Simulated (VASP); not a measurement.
# BeSe (F-43m) in VASP: single point with PBE

Aim: the single point of BeSe with PBE.

Everything below comes from runs of VASP 6.6.1. Logs are shortened: lines on timing, memory, paths and dates and some standing lists are left out, and cuts for length are marked.

## 1. The cell of the first run

It takes space group F-43m (No. 216, cubic). Conventional cell: a = 5.178 Å, b = 5.178 Å, c = 5.178 Å, α = 90.00°, β = 90.00°, γ = 90.00°. Within 3.0 Å of Be (site symmetry -43m) lie 4 Se at 2.24 Å. Within 3.0 Å of Se (site symmetry -43m) lie 4 Be at 2.24 Å.

## 2. Single point, PBE

INCAR

```
ALGO = Normal
EDIFF = 1E-6
ENCUT = 600
GGA = PE
GGA_COMPAT = False
ISIF = 2
ISMEAR = 0
LASPH = True
LCHARG = False
LREAL = False
LWAVE = False
NBANDS = 11
NELM = 120
PREC = Accurate
SIGMA = 0.01
```

KPOINTS

```
k-points
0
Gamma
  12 12 12
```

POSCAR

```
BeSe
1.0
    0.0000000000      2.5888941095      2.5888941095
    2.5888941095      0.0000000000      2.5888941095
    2.5888941095      2.5888941095      0.0000000000
Be Se
1 1
Direct
    0.0000000000      0.0000000000      0.0000000000
    0.7500000000      0.7500000000      0.7500000000
```

Potentials or basis: VASP PAW PBE potentials, release 64 (Be, Se).

On the command line:

```sh
cat potpaw_PBE.64/Be/POTCAR potpaw_PBE.64/Se/POTCAR > POTCAR
mpirun -np 1 vasp_std > vasp.out
```

OUTCAR:

```text
EDIFF = 1E-6
   ENCUT = 600
   GGA = PE
   ISIF = 2
   ISMEAR = 0
   LASPH = True
   LREAL = False
   NELM = 120
   PREC = Accurate

 ion  position               nearest neighbor table
   1  0.000  0.000  0.000-   2 2.24   2 2.24   2 2.24   2 2.24
   2  0.750  0.750  0.750-   1 2.24   1 2.24   1 2.24   1 2.24

  LATTYP: Found a face centered cubic cell.
 ALAT       =     5.1777882190

  Lattice vectors:

 A1 = (   0.0000000000,   2.5888941095,   2.5888941095)
 A2 = (   2.5888941095,   0.0000000000,   2.5888941095)
 A3 = (   2.5888941095,   2.5888941095,   0.0000000000)

Analysis of symmetry for initial positions (statically):
=====================================================================
 Subroutine PRICEL returns:
 Original cell was already a primitive cell.

 Routine SETGRP: Setting up the symmetry group for a
 face centered cubic supercell.

 Subroutine GETGRP returns: Found 24 space group operations
 (whereof 24 operations were pure point group operations)
 out of a pool of 48 trial point group operations.

The static configuration has the point symmetry T_d .

Analysis of symmetry for dynamics (positions and initial velocities):
=====================================================================
 Subroutine PRICEL returns:
 Original cell was already a primitive cell.

 Routine SETGRP: Setting up the symmetry group for a
 face centered cubic supercell.

 Subroutine GETGRP returns: Found 24 space group operations
 (whereof 24 operations were pure point group operations)
 out of a pool of 48 trial point group operations.

The dynamic configuration has the point symmetry T_d .

 Subroutine INISYM returns: Found 24 space group operations
 (whereof 24 operations are pure point group operations),
 and found     1 'primitive' translations

----------------------------------------------------------------------------------------

                                     Primitive cell

  volume of cell :      34.7035

  direct lattice vectors                    reciprocal lattice vectors
     0.000000000  2.588894109  2.588894109    -0.193132658  0.193132658  0.193132658
     2.588894109  0.000000000  2.588894109     0.193132658 -0.193132658  0.193132658
     2.588894109  2.588894109  0.000000000     0.193132658  0.193132658 -0.193132658

  length of vectors
     3.661249161  3.661249161  3.661249161     0.334515576  0.334515576  0.334515576
[... 87 lines left out ...]
   ISIF   =      2    stress and relaxation
   ISYM   =      2    0-nonsym 1-usesym 2-fastsym
   POTIM  = 0.5000    time-step for ionic-motion
   TEBEG  =    0.0;   TEEND  =   0.0 temperature during run
   PSTRESS=    0.0 pullay stress
   NELECT =       8.0000    total number of electrons
   NUPDOWN=      -1.0000    fix difference up-down
   EMIN   =  10.00;   EMAX   =-10.00  energy-range for DOS
   EFERMI =   0.00;   METHOD = LEGACY
   ISMEAR =     0;   SIGMA  =   0.01  broadening in eV -4-tet -1-fermi 0-gaus
   EFERMI_NEDOS =   21; number of points for ismear=-14 and -15
   IALGO  =     38    algorithm
   IMIX   =      4    mixing-type and parameters
     AMIX     =   0.40;   BMIX     =  1.00
     AMIX_MAG =   1.60;   BMIX_MAG =  1.00
  volume/ion in A,a.u.               =      17.35       117.10
  Fermi-wavevector in a.u.,A,eV,Ry     =   1.003800  1.896907 13.709428  1.007615
  Thomas-Fermi vector in A             =   2.136375
   LORBIT       =      0    0 simple, 1 ext, 2 COOP (PROOUT), +10 PAW based schemes
   GGA     = PE    functional components
   LHFCALC =     F    Hartree Fock is set to
   AEXX    =    0.0000 exact exchange contribution
   IVDW    =     0    specifies the selected vdW correction
   LEPSILON=     F    determine dielectric tensor
   LRPA    =     F    only Hartree local field effects (RPA)
 non-spin polarized calculation
 Gauss-broadening in eV      SIGMA  =   0.01
  energy-cutoff  :      600.00
  volume of cell :       34.70
 maximum number of plane-waves:      1185
 NGX is ok and might be reduce to    30
   NGX = 15   NGY = 15   NGZ = 15

 number of electron       8.0000000 magnetization

 Free energy of the ion-electron system (eV)
  ---------------------------------------------------
  ext. energy  EPLUGINS =         0.00000000
  ---------------------------------------------------
  free energy    TOTEN  =        -8.85956765 eV

  energy without entropy =       -8.85956765  energy(sigma->0) =       -8.85956765

 E-fermi :   3.2530     XC(G=0):  -9.3514

 val. band max:        3.1743898344   @ k =   0.0000   0.0000   0.0000
 cond. band min:       5.8380407981   @ k =   0.5000   0.5000   0.0000
 fundamental gap:      2.6636509637
 Fermi energy:         3.2530217206

 k-point     1 :       0.0000    0.0000    0.0000
  band No.  band energies     occupation
      1     -10.4997      2.00000
      2       3.1744      2.00000
      3       3.1744      2.00000
      4       3.1744      2.00000
      5       7.3963      0.00000
      6       8.1862      0.00000
      7       8.1862      0.00000
      8       8.1862      0.00000
      9      15.0961      0.00000
     10      15.6320      0.00000
     11      15.6320      0.00000
[... 309 lines left out ...]
 k-point    24 :      -0.4167    0.1667    0.0000
  band No.  band energies     occupation
      1      -9.0773      2.00000
      2      -2.0847      2.00000
      3       0.7979      2.00000
      4       1.8013      2.00000
      5       7.9687      0.00000
      6       9.6140      0.00000
      7      10.1168      0.00000
      8      13.1577      0.00000
      9      14.5688      0.00000
     10      15.7859      0.00000
     11      17.7569      0.00000

 [... further k-points ...]

------------------------ aborting loop because EDIFF is reached ----------------------------------------

  FORCE on cell =-STRESS in cart. coord.  units (eV):
  Direction    XX          YY          ZZ          XY          YZ          ZX
  --------------------------------------------------------------------------------------
  -------------------------------------------------------------------------------------
  Total        0.0389057      0.0389057      0.0389057      0.0000000      0.0000000     -0.0000000
  in kB        1.7961824      1.7961824      1.7961824      0.0000000      0.0000000     -0.0000000
  external PRESSURE =       1.7961824 kB  Pullay stress =       0.0000000 kB

 VOLUME and BASIS-vectors are now :
 -----------------------------------------------------------------------------
  energy-cutoff  :      600.00
  volume of cell :       34.70
      direct lattice vectors                 reciprocal lattice vectors
     0.000000000  2.588894109  2.588894109    -0.193132658  0.193132658  0.193132658
     2.588894109  0.000000000  2.588894109     0.193132658 -0.193132658  0.193132658
     2.588894109  2.588894109  0.000000000     0.193132658  0.193132658 -0.193132658

 POSITION                                       TOTAL-FORCE (eV/Angst)
 -----------------------------------------------------------------------------------
      0.00000      0.00000      0.00000        -0.000000     -0.000000     -0.000000
      3.88334      3.88334      3.88334         0.000000      0.000000      0.000000
 -----------------------------------------------------------------------------------
    total drift:                               -0.000000     -0.000000     -0.000000

  FREE ENERGIE OF THE ION-ELECTRON SYSTEM (eV)
  ---------------------------------------------------
  free  energy   TOTEN  =        -8.8595676526 eV

  energy  without entropy=       -8.8595676526  energy(sigma->0) =       -8.85956765
```

stdout:

```text
POSCAR found type information on POSCAR BeSe
 POSCAR found :  2 types and       2 ions
 scaLAPACK will be used
 LDA part: xc-table for (Slater+PW92), standard interpolation
 POSCAR, INCAR and KPOINTS ok, starting setup
 FFT: planning ... GRIDC
 FFT: planning ... GRID_SOFT
 FFT: planning ... GRID
 WAVECAR not read
 entering main loop
```

Run time: 49 s. Hardware: 1 thread of Intel Xeon 8259CL, shared host; peak memory 0.19 GiB.

What came out:

```yaml
Free_energy: -8.8596 eV
Pressure: 0.2 GPa
Band_gap_on_the_k_mesh: 2.66 eV (least direct gap 4.22 eV)
```

A k mesh can miss the band edges. A hybrid or GW would open this gap; PBE tends to underestimate it.
